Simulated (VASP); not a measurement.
Set up this calculation in VASP 6.6.1, as the native input.

* Task: single point
* Functional: PBE
* Potentials or basis: VASP PAW PBE potentials, release 64 (La, Lu, As)
* Cutoff: 520 eV
* k mesh: 6 × 6 × 6
* Occupations: fermi-dirac, width 0.02 eV
* Spin: no spin polarisation
* Dipole correction: no
* Further INCAR settings: ALGO = Normal; EDIFF = 1e-06; NBANDS = 31

The structure of LaLuAs2 lies in POSCAR:

```
LaLuAs2
1.0
    2.1030128965      1.2141750619      6.8415678153
   -2.1030128965      1.2141750619      6.8415678153
    0.0000000000     -2.4283501237      6.8415678153
La Lu As
1 1 2
Direct
    1.0000000000      0.0000000000      0.0000000000
    0.5000000000      0.5000000000      0.5000000000
    0.2433640454      0.2433640454      0.2433640454
    0.7566359546      0.7566359546      0.7566359546
```

These files were run (other wordings do the same):

INCAR

```
PREC = Accurate
ENCUT = 520
EDIFF = 1E-6
ISMEAR = -1
SIGMA = 0.02
LREAL = False
LASPH = True
NELM = 100
ALGO = Normal
ISIF = 2
LWAVE = False
LCHARG = False
GGA = PE
NBANDS = 31
```

KPOINTS

```
regular mesh
0
Gamma
  6 6 6
```

Potentials or basis: VASP PAW PBE potentials, release 64 (La, Lu, As).

Run with:

```console
$ cat potpaw_PBE.64/La/POTCAR potpaw_PBE.64/Lu/POTCAR potpaw_PBE.64/As/POTCAR > POTCAR
$ mpirun -np 1 vasp_std > vasp.out
```

Results of the run:

```yaml
Pressure: 0.4 GPa
Largest_force: 0.069 eV/Å
Band_gap_on_the_k_mesh: zero (band 23 reaches 5.26 eV, above the bottom of band 24 at 4.65 eV)
```

Caveat: spin-orbit coupling is left out, which moves the levels of the heavy elements.

Wall time 3.2 min on 1 thread of AMD EPYC 9R45 96-Core Processor (Zen 5), with other jobs on the host, peak memory 0.46 GiB.
